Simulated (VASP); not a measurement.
# O2 in VASP: single point with r2SCAN

Aim: the single point of O2 with r2SCAN.

All numbers are computed with VASP 6.6.1; they aren't measurements. Logs are shortened: lines on timing, memory, paths and dates and some standing lists are left out, and cuts for length are marked.

### 1 The cell of the first run

The cell holds a molecule in a box, 2 atoms: a = 10.000 Å, b = 10.500 Å, c = 11.000 Å, α = 90.00°, β = 90.00°, γ = 90.00°.

### 2 Single point, r2SCAN, collinear spin, ferromagnetic start

Input file POSCAR:

```
O
1.0
   10.0000000000      0.0000000000      0.0000000000
    0.0000000000     10.5000000000      0.0000000000
    0.0000000000      0.0000000000     11.0000000000
O
2
Direct
    0.5000000000      0.5000000000      0.4449587598
    0.5000000000      0.5000000000      0.5550412402
```

Input file INCAR.step1:

```
PREC     = Accurate       # precision mode
ENCUT    = 520            # plane-wave cutoff, eV
ISMEAR   = 0              # smearing method
SIGMA    = 0.01           # smearing width, eV
LREAL    = False          # projectors in reciprocal space
LASPH    = True           # aspherical terms in the spheres
NELM     = 150            # most SCF steps
ISPIN    = 2              # spin polarisation
MAGMOM   = 0.61 0.61      # initial moments
NBANDS   = 17             # bands
GGA      = PE             # functional
ALGO     = Normal         # electronic algorithm
EDIFF    = 1E-4           # SCF threshold, eV
LWAVE    = True           # write WAVECAR
LCHARG   = False          # write CHGCAR
```

Input file INCAR.step2:

```
PREC     = Accurate       # precision mode
ENCUT    = 520            # plane-wave cutoff, eV
EDIFF    = 1E-6           # SCF threshold, eV
ISMEAR   = 0              # smearing method
SIGMA    = 0.01           # smearing width, eV
LREAL    = False          # projectors in reciprocal space
LASPH    = True           # aspherical terms in the spheres
NELM     = 150            # most SCF steps
ALGO     = Normal         # electronic algorithm
ISIF     = 2              # what is computed and relaxed
LWAVE    = False          # write WAVECAR
LCHARG   = False          # write CHGCAR
ISPIN    = 2              # spin polarisation
MAGMOM   = 0.61 0.61      # initial moments
LORBIT   = 11             # projections on sites
METAGGA  = R2SCAN         # meta-GGA
LMIXTAU  = True         
NBANDS   = 17             # bands
ISTART   = 1
```

Input file KPOINTS:

```
regular mesh
0
Gamma
  1 1 1
```

Potentials or basis: VASP PAW PBE potentials, release 64 (O).

Command:

```console
$ cat potpaw_PBE.64/O/POTCAR > POTCAR
$ cp INCAR.step1 INCAR
$ mpirun -np 1 vasp_gam > vasp.out
$ cp INCAR.step2 INCAR
$ mpirun -np 1 vasp_gam > vasp.out
```

OUTCAR:

```text
PREC = Accurate
   ENCUT = 520
   EDIFF = 1E-6
   ISMEAR = 0
   LREAL = False
   LASPH = True
   NELM = 150
   ISIF = 2
   ISPIN = 2
   LORBIT = 11
   METAGGA = R2SCAN
   ISTART = 1

 ion  position               nearest neighbor table
   1  0.500  0.500  0.445-   2 1.21
   2  0.500  0.500  0.555-   1 1.21

  LATTYP: Found a simple orthorhombic cell.
 ALAT       =    10.0000000000
 B/A-ratio  =     1.0500000000
 C/A-ratio  =     1.1000000000

  Lattice vectors:

 A1 = (  10.0000000000,   0.0000000000,   0.0000000000)
 A2 = (   0.0000000000,  10.5000000000,   0.0000000000)
 A3 = (   0.0000000000,   0.0000000000,  11.0000000000)

Analysis of symmetry for initial positions (statically):
=====================================================================
 Subroutine PRICEL returns:
 Original cell was already a primitive cell.

 Routine SETGRP: Setting up the symmetry group for a
 simple orthorhombic supercell.

 Subroutine GETGRP returns: Found  8 space group operations
 (whereof  8 operations were pure point group operations)
 out of a pool of  8 trial point group operations.

The static configuration has the point symmetry D_2h.

Analysis of symmetry for dynamics (positions and initial velocities):
=====================================================================
 Subroutine PRICEL returns:
 Original cell was already a primitive cell.

 Routine SETGRP: Setting up the symmetry group for a
 simple orthorhombic supercell.

 Subroutine GETGRP returns: Found  8 space group operations
 (whereof  8 operations were pure point group operations)
 out of a pool of  8 trial point group operations.

The dynamic configuration has the point symmetry D_2h.

Analysis of structural, dynamic, and magnetic symmetry:
=====================================================================
 Subroutine PRICEL returns:
 Original cell was already a primitive cell.

 Routine SETGRP: Setting up the symmetry group for a
 simple orthorhombic supercell.

 Subroutine GETGRP returns: Found  8 space group operations
 (whereof  8 operations were pure point group operations)
 out of a pool of  8 trial point group operations.

The overall configuration has the point symmetry D_2h.

 Subroutine INISYM returns: Found  8 space group operations
 (whereof  8 operations are pure point group operations),
 and found     1 'primitive' translations

----------------------------------------------------------------------------------------

                                     Primitive cell

  volume of cell :    1155.0000

  direct lattice vectors                    reciprocal lattice vectors
    10.000000000  0.000000000  0.000000000     0.100000000  0.000000000  0.000000000
     0.000000000 10.500000000  0.000000000     0.000000000  0.095238095  0.000000000
     0.000000000  0.000000000 11.000000000     0.000000000  0.000000000  0.090909091

  length of vectors
    10.000000000 10.500000000 11.000000000     0.100000000  0.095238095  0.090909091

  position of ions in fractional coordinates (direct lattice)
     0.500000000  0.500000000  0.444958760
     0.500000000  0.500000000  0.555041240

  ion indices of the primitive-cell ions
   primitive index   ion index
                 1           1
                 2           2

----------------------------------------------------------------------------------------

 KPOINTS: regular mesh

Automatic generation of k-mesh.
 Grid dimensions read from file:
 generate k-points for:    1    1    1

 Generating k-lattice:

  Cartesian coordinates                     Fractional coordinates (reciprocal lattice)
     0.100000000  0.000000000  0.000000000     1.000000000  0.000000000  0.000000000
     0.000000000  0.095238095  0.000000000     0.000000000  1.000000000  0.000000000
     0.000000000  0.000000000  0.090909091     0.000000000  0.000000000  1.000000000

  Length of vectors
     0.100000000  0.095238095  0.090909091

  Shift w.r.t. Gamma in fractional coordinates (k-lattice)
     0.000000000  0.000000000  0.000000000

 Subroutine IBZKPT returns following result:
 ===========================================

 Found      1 irreducible k-points:

 Following reciprocal coordinates:
            Coordinates               Weight
  0.000000  0.000000  0.000000      1.000000
   k-points           NKPTS =      1   k-points in BZ     NKDIM =      1   number of bands    NBANDS=     17
   number of dos      NEDOS =    301   number of ions     NIONS =      2
   total plane-waves  NPLWV = 537600
   dimension x,y,z NGX =    80 NGY =   80 NGZ =   84
   dimension x,y,z NGXF=   160 NGYF=  160 NGZF=  168
   ions per type =               2
   NGX,Y,Z   is equivalent  to a cutoff of  13.30, 12.67, 12.70 a.u.
   NGXF,Y,Z  is equivalent  to a cutoff of  26.60, 25.33, 25.39 a.u.
 SYSTEM =  unknown system
   PREC   = accura    normal or accurate (medium, high low for compatibility)
   ISTART =      1    job   : 0-new  1-cont  2-samecut
   ICHARG =      0    charge: 1-file 2-atom 10-const
   ISPIN  =      2    spin polarized calculation?
   LNONCOLLINEAR =      F non collinear calculations
   LSORBIT =      F    spin-orbit coupling
   LASPH  =      T    aspherical Exc in radial PAW
   ENCUT  =  520.0 eV  38.22 Ry    6.18 a.u.  18.59 19.52 20.45*2*pi/ulx,y,z
   NELM   =    150;   NELMIN=  2; NELMDL=  0     # of ELM steps
   EDIFF  = 0.1E-05   stopping-criterion for ELM
   LREAL  =      F    real-space projection
   EDIFFG = 0.1E-04   stopping-criterion for IOM
   NSW    =      0    number of steps for IOM
   IBRION =     -1    ionic relax: 0-MD 1-quasi-New 2-CG
   NFREE  =      0    steps in history (QN), initial steepest desc. (CG)
   ISIF   =      2    stress and relaxation
   ISYM   =      2    0-nonsym 1-usesym 2-fastsym
   POTIM  = 0.5000    time-step for ionic-motion
   TEBEG  =    0.0;   TEEND  =   0.0 temperature during run
   PSTRESS=    0.0 pullay stress
   NELECT =      12.0000    total number of electrons
   NUPDOWN=      -1.0000    fix difference up-down
   EMIN   =  10.00;   EMAX   =-10.00  energy-range for DOS
   EFERMI =   0.00;   METHOD = LEGACY
   ISMEAR =     0;   SIGMA  =   0.01  broadening in eV -4-tet -1-fermi 0-gaus
   EFERMI_NEDOS =   21; number of points for ismear=-14 and -15
   IALGO  =     38    algorithm
   IMIX   =      4    mixing-type and parameters
     AMIX     =   0.40;   BMIX     =  1.00
     AMIX_MAG =   1.60;   BMIX_MAG =  1.00
  volume/ion in A,a.u.               =     577.50      3897.16
  Fermi-wavevector in a.u.,A,eV,Ry     =   0.357225  0.675056  1.736231  0.127609
  Thomas-Fermi vector in A             =   1.274455
   LORBIT       =     11    0 simple, 1 ext, 2 COOP (PROOUT), +10 PAW based schemes
   METAGGA = R2SCAN    functional components
   LHFCALC =     F    Hartree Fock is set to
   AEXX    =    0.0000 exact exchange contribution
   IVDW    =     0    specifies the selected vdW correction
   LEPSILON=     F    determine dielectric tensor
   LRPA    =     F    only Hartree local field effects (RPA)
 spin polarized calculation
 Gauss-broadening in eV      SIGMA  =   0.01
  energy-cutoff  :      520.00
  volume of cell :     1155.00
 maximum number of plane-waves:     15548
 NGX is ok and might be reduce to    80
   NGX = 37   NGY = 39   NGZ = 41

 number of electron      11.9999998 magnetization       1.9999998

 Free energy of the ion-electron system (eV)
  ---------------------------------------------------
  ext. energy  EPLUGINS =         0.00000000
  ---------------------------------------------------
  free energy    TOTEN  =       -11.85545878 eV

  energy without entropy =      -11.85545878  energy(sigma->0) =      -11.85545878

 E-fermi :  -7.2698     XC(G=0):  -0.3312

 val. band max:       -7.3830823424   @ k =   0.0000   0.0000   0.0000
 cond. band min:      -3.9344979326   @ k =   0.0000   0.0000   0.0000
 fundamental gap:      3.4485844098
 Fermi energy:        -7.2698282524

 spin component 1

 k-point     1 :       0.0000    0.0000    0.0000
  band No.  band energies     occupation
      1     -34.4599      1.00000
      2     -21.8220      1.00000
      3     -14.1810      1.00000
      4     -14.1810      1.00000
      5     -13.9220      1.00000
      6      -7.3831      1.00000
[... 9 lines left out ...]
     16       2.6153      0.00000
     17       2.6746      0.00000
 Fermi energy:        -7.2698282524

 spin component 2

 k-point     1 :       0.0000    0.0000    0.0000
  band No.  band energies     occupation
      1     -33.0827      1.00000
      2     -19.3900      1.00000
      3     -12.8219      1.00000
      4     -11.6809      1.00000
      5     -11.6809      1.00000
      6      -3.9345      0.00000
[... 9 lines left out ...]
     16       2.6288      0.00000
     17       2.6892      0.00000

------------------------ aborting loop because EDIFF is reached ----------------------------------------

  FORCE on cell =-STRESS in cart. coord.  units (eV):
  Direction    XX          YY          ZZ          XY          YZ          ZX
  --------------------------------------------------------------------------------------
  -------------------------------------------------------------------------------------
  Total       -0.0736274     -0.0789697      1.0657605     -0.0000000      0.0000000      0.0000000
  in kB       -0.1021334     -0.1095442      1.4783873     -0.0000000      0.0000000      0.0000000
  external PRESSURE =       0.4222366 kB  Pullay stress =       0.0000000 kB

 VOLUME and BASIS-vectors are now :
 -----------------------------------------------------------------------------
  energy-cutoff  :      520.00
  volume of cell :     1155.00
      direct lattice vectors                 reciprocal lattice vectors
    10.000000000  0.000000000  0.000000000     0.100000000  0.000000000  0.000000000
     0.000000000 10.500000000  0.000000000     0.000000000  0.095238095  0.000000000
     0.000000000  0.000000000 11.000000000     0.000000000  0.000000000  0.090909091

 POSITION                                       TOTAL-FORCE (eV/Angst)
 -----------------------------------------------------------------------------------
      5.00000      5.25000      4.89455         0.000000      0.000000     -0.954117
      5.00000      5.25000      6.10545         0.000000      0.000000      0.954117
 -----------------------------------------------------------------------------------
    total drift:                                0.000000      0.000000      0.000000

  FREE ENERGIE OF THE ION-ELECTRON SYSTEM (eV)
  ---------------------------------------------------
  free  energy   TOTEN  =       -11.8554587808 eV

  energy  without entropy=      -11.8554587808  energy(sigma->0) =      -11.85545878

 total charge

# of ion       s       p       d       tot
------------------------------------------
    1        1.615   3.321   0.000   4.935
    2        1.615   3.321   0.000   4.935
--------------------------------------------------
tot          3.229   6.641   0.000   9.871

 magnetization (x)

# of ion       s       p       d       tot
------------------------------------------
    1        0.015   0.817   0.000   0.832
    2        0.015   0.817   0.000   0.832
--------------------------------------------------
tot          0.030   1.634   0.000   1.663
```

Run time: 9.3 min. Hardware: 1 thread of Intel Xeon Platinum 8259CL at 2.50GHz (Skylake/Cascade Lake), shared host; peak memory 1.6 GiB.

Results:

```yaml
Free_energy: -11.8555 eV
Largest_force: 0.954 eV/Å
Gap_between_the_frontier_levels: 3.45 eV
Net_moment: 2.00 μB per cell
Site_moments: O +0.83 μB
Valence_electrons_inside_the_program's_atomic_spheres: O 4.93
```

Forces on the atoms (eV/Å):
```
O    0.000  0.000 -0.954
O    0.000  0.000  0.954
```

Levels at points of the mesh, in eV from the valence-band top:
Spin up:
| k point | band 5 | band 6 | band 7 | band 8 | band 9 | band 10 |
| --- | --- | --- | --- | --- | --- | --- |
| (0.00, 0.00, 0.00) | -6.54 | 0.00 | 0.00 | 7.40 | 8.55 | 8.64 |
Spin down:
```
           k point  band 3  band 4  band 5  band 6  band 7  band 8
(0.00, 0.00, 0.00)   -5.44   -4.30   -4.30    3.45    3.45    7.45
```

Caveat: the standard files for N, O and F lose accuracy on very short bonds; the PAW data sets were made with another functional, which shifts forces and pressure a little.
